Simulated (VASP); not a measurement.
## Be2S: single point with PBE

Be2S:

```xyz
12
Lattice="3.3291 0.0000 0.0000 0.0000 3.2380 0.0000 0.0000 0.0000 16.8111" Properties=species:S:1:pos:R:3 pbc="T T T"
Be    0.8318    2.4285    3.2129
Be    0.8328    0.8095   11.6185
Be    2.4974    2.4285   11.8221
Be    2.4964    0.8095    3.4165
Be    2.4964    2.4285    5.1926
Be    2.4974    0.8095   13.5982
Be    0.8318    0.8095    4.9890
Be    0.8328    2.4285   13.3946
S     0.8328    0.8095   14.8144
S     0.8318    2.4285    6.4088
S     2.4974    0.8095   10.4023
S     2.4964    2.4285    1.9967
```

```yaml
Program: VASP 6.6.1
Task: single point
Functional: PBE
Potentials_or_basis: VASP PAW PBE potentials, release 64 (Be, S)
Cutoff: 520 eV
k_mesh: 10 × 10 × 2
Occupations: gaussian, width 0.1 eV
Spin: no spin polarisation
```

```
Pressure               : 0.0 GPa
Largest force          : 0.005 eV/Å
Band gap on the k mesh : zero (bands 20 and 21 overlap by 2.37 eV)
```

Forces on the atoms (eV/Å):
```
Be   0.000  0.000  0.001
Be   0.000  0.000  0.001
Be   0.000  0.000 -0.005
Be   0.000  0.000 -0.005
Be   0.000  0.000 -0.001
Be   0.000  0.000 -0.001
Be   0.000  0.000  0.005
Be   0.000  0.000  0.005
S    0.000  0.000  0.001
S    0.000  0.000  0.001
S    0.000  0.000 -0.001
S    0.000  0.000 -0.001
```

Levels at points of the mesh, in eV from the Fermi level:
```tsv
k point	band 16	band 17	band 18	band 19	band 20	band 21	band 22	band 23	band 24	band 25
(0.00, 0.00, 0.00)	-2.42	-2.41	-2.25	1.75	1.90	2.10	2.14	2.60	2.64	2.68
(0.50, 0.00, 0.00)	-2.36	-1.84	-1.84	-1.84	-1.84	3.71	3.71	3.72	3.72	3.84
(0.00, 0.50, 0.00)	-2.74	-2.42	-2.42	-0.56	-0.56	1.68	1.68	2.54	2.54	4.68
(0.50, 0.50, 0.00)	-4.66	-3.84	-3.84	-3.84	-3.84	0.58	0.58	0.58	0.58	2.93
(0.00, 0.00, 0.50)	-2.51	-2.41	-2.41	1.83	1.83	2.12	2.12	2.62	2.62	2.70
(0.50, 0.00, 0.50)	-2.44	-1.84	-1.84	-1.84	-1.84	3.71	3.71	3.71	3.71	4.14
(0.00, 0.50, 0.50)	-2.74	-2.42	-2.42	-0.57	-0.57	1.70	1.70	2.54	2.54	4.67
(0.50, 0.50, 0.50)	-4.66	-3.84	-3.84	-3.84	-3.84	0.58	0.58	0.58	0.58	2.93
```

Run time: 4.2 min on 1 thread of Intel(R) Xeon(R) 6975P-C (Granite Rapids), on a shared host, peak memory 0.49 GiB.

Caveat: this functional lacks dispersion, which binds the layers, so the pressure and a relaxed spacing across them are unreliable.
